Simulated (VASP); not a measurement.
# Al in VASP: single point with PBE

Aim: the single point of Al with PBE.

All numbers are computed with VASP 6.6.1; they aren't measurements. Logs are shortened: lines on timing, memory, paths and dates and some standing lists are left out, and cuts for length are marked.

## 1. The cell of the first run

The cell holds a slab with vacuum, 27 atoms: a = 8.573 Å, b = 8.573 Å, c = 19.000 Å, α = 90.00°, β = 90.00°, γ = 120.00°.

## 2. Single point, PBE

File INCAR:

```
SYSTEM = Al
  PREC = Accurate
  ENCUT = 520
  EDIFF = 1E-6
  ISMEAR = 0
  SIGMA = 0.1
  LREAL = Auto
  LASPH = .TRUE.
  NELM = 80
  ALGO = Normal
  ISIF = 2
  LWAVE = .FALSE.
  LCHARG = .FALSE.
  LDIPOL = .TRUE.
  IDIPOL = 3
  DIPOL = 0.5 0.5 0.200
  GGA = PE
  NBANDS = 60
```

File KPOINTS:

```
Automatic mesh
0
G
  4 4 1
  0 0 0
```

File POSCAR:

```
Al
1.0
    8.5732246061      0.0000000000      0.0000000000
   -4.2866123031      7.4246303012      0.0000000000
    0.0000000000      0.0000000000     19.0000085784
Al
27
Direct
    0.0000000000      0.0000000000      0.0789473328
    0.1111111111      0.2222222222      0.2000426253
    0.2222222222      0.1111111111      0.3211261736
    1.0000000000      0.3333333333      0.0789473328
    0.1111111111      0.5555555556      0.2000426253
    0.2222222222      0.4444444444      0.3211261736
    1.0000000000      0.6666666667      0.0789473328
    0.1111111111      0.8888888889      0.2000426253
    0.2222222222      0.7777777778      0.3211261736
    0.3333333333      1.0000000000      0.0789473328
    0.4444444444      0.2222222222      0.2000426253
    0.5555555556      0.1111111111      0.3211261736
    0.3333333333      0.3333333333      0.0789473328
    0.4444444444      0.5555555556      0.2000426253
    0.5555555556      0.4444444444      0.3211261736
    0.3333333333      0.6666666667      0.0789473328
    0.4444444444      0.8888888889      0.2000426253
    0.5555555556      0.7777777778      0.3211261736
    0.6666666667      1.0000000000      0.0789473328
    0.7777777778      0.2222222222      0.2000426253
    0.8888888889      0.1111111111      0.3211261736
    0.6666666667      0.3333333333      0.0789473328
    0.7777777778      0.5555555556      0.2000426253
    0.8888888889      0.4444444444      0.3211261736
    0.6666666667      0.6666666667      0.0789473328
    0.7777777778      0.8888888889      0.2000426253
    0.8888888889      0.7777777778      0.3211261736
```

Potentials or basis: VASP PAW PBE potentials, release 64 (Al).

The run is started by

```console
cat potpaw_PBE.64/Al/POTCAR > POTCAR
mpirun -np 1 vasp_std > vasp.out
```

OUTCAR:

```text
SYSTEM = Al
   PREC = Accurate
   ENCUT = 520
   EDIFF = 1E-6
   ISMEAR = 0
   LREAL = Auto
   LASPH = .TRUE.
   NELM = 80
   ISIF = 2
   GGA = PE

 ion  position               nearest neighbor table
   1  0.000  0.000  0.079-   2 2.83  26 2.83   8 2.83  25 2.86  13 2.86   4 2.86   7 2.86  10 2.86
                            19 2.86
   2  0.111  0.222  0.200-   6 2.83  21 2.83   3 2.83   1 2.83  13 2.83   4 2.83  26 2.86   8 2.86
                            11 2.86  20 2.86  14 2.86   5 2.86
   3  0.222  0.111  0.321-   8 2.83  11 2.83   2 2.83  27 2.86   6 2.86   9 2.86  21 2.86  15 2.86
                            12 2.86
   4  0.000  0.333  0.079-  20 2.83   2 2.83   5 2.83  19 2.86   1 2.86  13 2.86  22 2.86  16 2.86
                             7 2.86
   5  0.111  0.556  0.200-   9 2.83  24 2.83   6 2.83  16 2.83   7 2.83   4 2.83  17 2.86   8 2.86
                            14 2.86  23 2.86  20 2.86   2 2.86
   6  0.222  0.444  0.321-   2 2.83  14 2.83   5 2.83  21 2.86   3 2.86  24 2.86  18 2.86   9 2.86
                            15 2.86
   7  0.000  0.667  0.079-   8 2.83  23 2.83   5 2.83  10 2.86   1 2.86  16 2.86  25 2.86  22 2.86
                             4 2.86
   8  0.111  0.889  0.200-   3 2.83  27 2.83   9 2.83   7 2.83  10 2.83   1 2.83  23 2.86  11 2.86
                             5 2.86   2 2.86  17 2.86  26 2.86
   9  0.222  0.778  0.321-   5 2.83  17 2.83   8 2.83   3 2.86  27 2.86  24 2.86  12 2.86   6 2.86
                            18 2.86
  10  0.333  0.000  0.079-  11 2.83   8 2.83  17 2.83   7 2.86  16 2.86  13 2.86   1 2.86  22 2.86
                            19 2.86
  11  0.444  0.222  0.200-  15 2.83   3 2.83  12 2.83  10 2.83  13 2.83  22 2.83   8 2.86  17 2.86
                             2 2.86  23 2.86  14 2.86  20 2.86
[... 37 lines left out ...]
  Lattice vectors:

 A1 = (   8.5732246061,   0.0000000000,   0.0000000000)
 A2 = (  -4.2866123031,   7.4246303012,   0.0000000000)
 A3 = (   0.0000000000,   0.0000000000,  19.0000085784)

Analysis of symmetry for initial positions (statically):
=====================================================================
 Subroutine PRICEL returns following result:

  LATTYP: Found a hexagonal cell.
 ALAT       =     2.8577415351
 C/A-ratio  =     6.6486098708

  Lattice vectors:

 A1 = (   2.8577415351,   0.0000000000,   0.0000000000)
 A2 = (  -1.4288707676,   2.4748767668,   0.0000000000)
 A3 = (   0.0000000000,   0.0000000000,  19.0000085784)

   9 primitive cells build up your supercell.

 Routine SETGRP: Setting up the symmetry group for a
 hexagonal supercell.

 Subroutine GETGRP returns: Found  6 space group operations
 (whereof  6 operations were pure point group operations)
 out of a pool of 24 trial point group operations.

The static configuration has the point symmetry C_3v.

Analysis of symmetry for dynamics (positions and initial velocities):
=====================================================================
 Subroutine PRICEL returns following result:

  LATTYP: Found a hexagonal cell.
 ALAT       =     2.8577415351
 C/A-ratio  =     6.6486098708

  Lattice vectors:

 A1 = (   2.8577415351,   0.0000000000,   0.0000000000)
 A2 = (  -1.4288707676,   2.4748767668,   0.0000000000)
 A3 = (   0.0000000000,   0.0000000000,  19.0000085784)

   9 primitive cells build up your supercell.

 Routine SETGRP: Setting up the symmetry group for a
 hexagonal supercell.

 Subroutine GETGRP returns: Found  6 space group operations
 (whereof  6 operations were pure point group operations)
 out of a pool of 24 trial point group operations.

The dynamic configuration has the point symmetry C_3v.

 Subroutine INISYM returns: Found  6 space group operations
 (whereof  6 operations are pure point group operations),
 and found     9 'primitive' translations

----------------------------------------------------------------------------------------

                                     Primitive cell

  volume of cell :     134.3787

  direct lattice vectors                    reciprocal lattice vectors
     2.857741535  0.000000000  0.000000000     0.349926677  0.202030261  0.000000000
    -1.428870768  2.474876767  0.000000000     0.000000000  0.404060523  0.000000000
     0.000000000  0.000000000 19.000008578     0.000000000  0.000000000  0.052631555

  length of vectors
     2.857741535  2.857741535 19.000008578     0.404060523  0.404060523  0.052631555

  position of ions in fractional coordinates (direct lattice)
     0.000000000  0.000000000  0.078947333
     0.333333333  0.666666667  0.200042625
     0.666666667  0.333333333  0.321126174

  ion indices of the primitive-cell ions
   primitive index   ion index
                 1           1
                 2           8
                 3          21

----------------------------------------------------------------------------------------

 KPOINTS: Automatic mesh

Automatic generation of k-mesh.
 Grid dimensions read from file:
 generate k-points for:    4    4    1

 Generating k-lattice:

  Cartesian coordinates                     Fractional coordinates (reciprocal lattice)
     0.029160556  0.016835855  0.000000000     0.250000000  0.000000000  0.000000000
     0.000000000  0.033671710  0.000000000     0.000000000  0.250000000  0.000000000
     0.000000000  0.000000000  0.052631555     0.000000000  0.000000000  1.000000000

  Length of vectors
     0.033671710  0.033671710  0.052631555

  Shift w.r.t. Gamma in fractional coordinates (k-lattice)
     0.000000000  0.000000000  0.000000000

 Subroutine IBZKPT returns following result:
 ===========================================

 Found      4 irreducible k-points:

 Following reciprocal coordinates:
            Coordinates               Weight
  0.000000  0.000000  0.000000      1.000000
  0.250000  0.000000  0.000000      6.000000
  0.500000  0.000000  0.000000      3.000000
  0.250000  0.250000  0.000000      6.000000
   k-points           NKPTS =      4   k-points in BZ     NKDIM =      4   number of bands    NBANDS=     60
   number of dos      NEDOS =    301   number of ions     NIONS =     27
   total plane-waves  NPLWV = 589824
   dimension x,y,z NGX =    64 NGY =   64 NGZ =  144
   dimension x,y,z NGXF=   128 NGYF=  128 NGZF=  288
   ions per type =              27
   NGX,Y,Z   is equivalent  to a cutoff of  12.41, 12.41, 12.60 a.u.
   NGXF,Y,Z  is equivalent  to a cutoff of  24.82, 24.82, 25.20 a.u.
 SYSTEM =  Al
   PREC   = accura    normal or accurate (medium, high low for compatibility)
   ISTART =      0    job   : 0-new  1-cont  2-samecut
   ICHARG =      2    charge: 1-file 2-atom 10-const
   ISPIN  =      1    spin polarized calculation?
   LNONCOLLINEAR =      F non collinear calculations
   LSORBIT =      F    spin-orbit coupling
   LASPH  =      T    aspherical Exc in radial PAW
   ENCUT  =  520.0 eV  38.22 Ry    6.18 a.u.  15.94 15.94 35.33*2*pi/ulx,y,z
   NELM   =     80;   NELMIN=  2; NELMDL= -5     # of ELM steps
   EDIFF  = 0.1E-05   stopping-criterion for ELM
   LREAL  =      T    real-space projection
   EDIFFG = 0.1E-04   stopping-criterion for IOM
   NSW    =      0    number of steps for IOM
   IBRION =     -1    ionic relax: 0-MD 1-quasi-New 2-CG
   NFREE  =      0    steps in history (QN), initial steepest desc. (CG)
   ISIF   =      2    stress and relaxation
   ISYM   =      2    0-nonsym 1-usesym 2-fastsym
   POTIM  = 0.5000    time-step for ionic-motion
   TEBEG  =    0.0;   TEEND  =   0.0 temperature during run
   PSTRESS=    0.0 pullay stress
   NELECT =      81.0000    total number of electrons
   NUPDOWN=      -1.0000    fix difference up-down
   EMIN   =  10.00;   EMAX   =-10.00  energy-range for DOS
   EFERMI =   0.00;   METHOD = LEGACY
   ISMEAR =     0;   SIGMA  =   0.10  broadening in eV -4-tet -1-fermi 0-gaus
   EFERMI_NEDOS =   21; number of points for ismear=-14 and -15
   IALGO  =     38    algorithm
   IMIX   =      4    mixing-type and parameters
     AMIX     =   0.40;   BMIX     =  1.00
     AMIX_MAG =   1.60;   BMIX_MAG =  1.00
  volume/ion in A,a.u.               =      44.79       302.28
  Fermi-wavevector in a.u.,A,eV,Ry     =   0.664832  1.256351  6.013805  0.442002
  Thomas-Fermi vector in A             =   1.738641
   LORBIT       =      0    0 simple, 1 ext, 2 COOP (PROOUT), +10 PAW based schemes
   GGA     = PE    functional components
   LHFCALC =     F    Hartree Fock is set to
   AEXX    =    0.0000 exact exchange contribution
   IVDW    =     0    specifies the selected vdW correction
   LEPSILON=     F    determine dielectric tensor
   LRPA    =     F    only Hartree local field effects (RPA)
 non-spin polarized calculation
 Gauss-broadening in eV      SIGMA  =   0.10
  energy-cutoff  :      520.00
  volume of cell :     1209.41
 maximum number of plane-waves:     32588
 NGX is ok and might be reduce to    64
   NGX = 31   NGY = 31   NGZ = 71

 dipolmoment           0.000000      0.000000     -0.000015 electrons x Angstroem

 number of electron      80.9999999 magnetization

 dipolmoment           0.000000      0.000000      0.000104 electrons x Angstroem

 Free energy of the ion-electron system (eV)
  ---------------------------------------------------
  ext. energy  EPLUGINS =         0.00000000
  ---------------------------------------------------
  free energy    TOTEN  =       -94.78670402 eV

  energy without entropy =      -94.71633592  energy(sigma->0) =      -94.75151997

 E-fermi :   0.5130     XC(G=0):  -4.6726

 val. band max:        0.4947430682   @ k =   0.2500   0.0000   0.0000
 cond. band min:       0.5629684485   @ k =   0.2500   0.2500   0.0000
 fundamental gap:      0.0682253803
 Fermi energy:         0.5130003044

 k-point     1 :       0.0000    0.0000    0.0000
  band No.  band energies     occupation
      1     -10.0555      2.00000
      2      -8.3468      2.00000
      3      -7.4036      2.00000
      4      -7.4036      2.00000
      5      -7.4036      2.00000
      6      -7.4036      2.00000
[... 209 lines left out ...]
     51       2.1573      0.00000
     52       2.1852      0.00000
 [bands above 52 left out]

------------------------ aborting loop because EDIFF is reached ----------------------------------------

 vacuum level on the upper side and lower side of the slab       (xc-potential included)        -0.085        -0.080

  FORCE on cell =-STRESS in cart. coord.  units (eV):
  Direction    XX          YY          ZZ          XY          YZ          ZX
  --------------------------------------------------------------------------------------
  -------------------------------------------------------------------------------------
  Total       -6.3667786     -6.3667786     -0.2058646      0.0000000     -0.0000000      0.0000000
  in kB       -8.4344641     -8.4344641     -0.2727216      0.0000000     -0.0000000      0.0000000
  external PRESSURE =      -5.7138833 kB  Pullay stress =       0.0000000 kB

 VOLUME and BASIS-vectors are now :
 -----------------------------------------------------------------------------
  energy-cutoff  :      520.00
  volume of cell :     1209.41
      direct lattice vectors                 reciprocal lattice vectors
     8.573224606  0.000000000  0.000000000     0.116642226  0.067343420  0.000000000
    -4.286612303  7.424630301  0.000000000     0.000000000  0.134686841  0.000000000
     0.000000000  0.000000000 19.000008578     0.000000000  0.000000000  0.052631555

 POSITION                                       TOTAL-FORCE (eV/Angst)
 -----------------------------------------------------------------------------------
      0.00000      0.00000      1.50000         0.000000     -0.000000      0.004438
     -0.00000      1.64992      3.80081         0.000000     -0.000000      0.001353
      1.42887      0.82496      6.10140        -0.000000      0.000000     -0.005791
     -1.42887      2.47488      1.50000         0.000000     -0.000000      0.004438
     -1.42887      4.12479      3.80081         0.000000      0.000000      0.001353
     -0.00000      3.29984      6.10140        -0.000000      0.000000     -0.005791
[... 19 lines left out ...]
      2.85774      6.59967      3.80081        -0.000000     -0.000000      0.001353
      4.28661      5.77471      6.10140        -0.000000      0.000000     -0.005791
 -----------------------------------------------------------------------------------
    total drift:                               -0.000000      0.000000     -0.008021

  FREE ENERGIE OF THE ION-ELECTRON SYSTEM (eV)
  ---------------------------------------------------
  free  energy   TOTEN  =       -94.7867040160 eV

  energy  without entropy=      -94.7163359248  energy(sigma->0) =      -94.75151997

 vacuum level on the upper side and lower side of the slab         4.375         4.391
```

It took 8.3 min on 1 thread of Intel Xeon 6975P-C (Granite Rapids), shared host; peak memory 1.1 GiB.

What came out:

```
Free energy            : -94.7867 eV
Largest force          : 0.006 eV/Å
Band gap on the k mesh : zero (an odd number of electrons rules out a gap without spin polarisation)
```

Forces in eV/Å, atoms in the order of the input:
```
Al   0.000  0.000  0.004
Al   0.000  0.000  0.001
Al   0.000  0.000 -0.006
Al   0.000  0.000  0.004
Al   0.000  0.000  0.001
Al   0.000  0.000 -0.006
Al   0.000  0.000  0.004
Al   0.000  0.000  0.001
Al   0.000  0.000 -0.006
Al   0.000  0.000  0.004
Al   0.000  0.000  0.001
Al   0.000  0.000 -0.006
Al   0.000  0.000  0.004
Al   0.000  0.000  0.001
Al   0.000  0.000 -0.006
Al   0.000  0.000  0.004
Al   0.000  0.000  0.001
Al   0.000  0.000 -0.006
Al   0.000  0.000  0.004
Al   0.000  0.000  0.001
Al   0.000  0.000 -0.006
Al   0.000  0.000  0.004
Al   0.000  0.000  0.001
Al   0.000  0.000 -0.006
Al   0.000  0.000  0.004
Al   0.000  0.000  0.001
Al   0.000  0.000 -0.006
```

The gap in the log of VASP goes by the Fermi energy; the results here count the filled bands.